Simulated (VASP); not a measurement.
HfGa2As2:

```
Hf Ga As
1.0
     4.16614    0.00000    0.00000
    -2.08307    3.60798    0.00000
     0.00000    0.00000    7.01875
Hf Ga As
1 2 2
Direct
  0.00000 0.00000 0.00000
  0.66667 0.33333 0.36751
  0.33333 0.66667 0.63249
  0.66667 0.33333 0.73305
  0.33333 0.66667 0.26695
```

The cell was generated, and may not be a known phase.

| Quantity | Value |
| --- | --- |
| Program | VASP 6.6.1 |
| Task | relaxation of cell and atoms |
| Functional | PBE |
| Potentials or basis | VASP PAW PBE potentials, release 64 (Hf_pv, Ga_d, As) |
| Cutoff | 600 eV |
| k mesh | 6 × 6 × 4 |
| Occupations | gaussian, width 0.1 eV |
| Spin | no spin polarisation |

At the start: pressure 1.9 GPa; volume 21.10 Å³/atom.

Q: Where does the relaxation end?

A: Over 24 steps the energy falls by 533.0 meV/atom and the volume is 21.90 Å³/atom (+3.8 %); space group P-3m1 (No. 164, to 0.1 Å) before and after.

The path:
| step | energy change (eV) | largest force (eV/Å) | pressure (GPa) | volume (Å³) |
| --- | --- | --- | --- | --- |
| 1 | 0.0000 | 2.3763 | 1.94 | 105.50 |
| 2 | -0.5496 | 1.9540 | -0.91 | 109.44 |
| 3 | -1.2124 | 1.4029 | -3.40 | 117.70 |
| 4 | -1.3300 | 0.2746 | -4.44 | 135.35 |
| 5 | -1.4793 | 0.4854 | -4.38 | 127.90 |
| 6 | -1.8060 | 0.7166 | 1.20 | 119.32 |
| 7 | -1.8066 | 0.7064 | 0.91 | 119.65 |
| 8 | -2.0577 | 0.6758 | 0.64 | 120.41 |
| 9 | -2.4766 | 0.8932 | -0.67 | 120.97 |
| 10 | -2.5764 | 0.3659 | -0.75 | 118.43 |
| 11 | -2.5882 | 0.1237 | -0.73 | 117.34 |
| 12 | -2.6054 | 0.2238 | 0.98 | 113.98 |
| 13 | -2.6058 | 0.2109 | 0.71 | 114.45 |
| 14 | -2.6206 | 0.1974 | 0.08 | 114.84 |
| 15 | -2.6222 | 0.2125 | -0.16 | 114.99 |
| 16 | -2.6294 | 0.1938 | -0.11 | 114.58 |
| 17 | -2.6476 | 0.1276 | -0.19 | 113.33 |
| 18 | -2.6615 | 0.0319 | -0.53 | 110.84 |
| 19 | -2.6432 | 0.1969 | 2.24 | 105.99 |
| 20 | -2.6639 | 0.0226 | 0.18 | 109.52 |
| 21 | -2.6639 | 0.0173 | -0.07 | 109.66 |
| 22 | -2.6639 | 0.0210 | 0.11 | 109.56 |
| 23 | -2.6643 | 0.0233 | -0.12 | 109.43 |
| 24 | -2.6650 | 0.0050 | 0.02 | 109.49 |

Final structure:
```
Hf Ga As
1.0
     3.78195    0.00000    0.00000
    -1.89098    3.27527    0.00000
     0.00000    0.00000    8.83892
Hf Ga As
1 2 2
Cartesian
  0.0000 0.0000 0.0000
  1.8910 1.0918 3.2789
  0.0000 2.1835 5.5600
  1.8910 1.0918 7.1841
  0.0000 2.1835 1.6548
```

Caveat: a cell axis changed by over 15 % at a fixed basis, so the end point is rough.
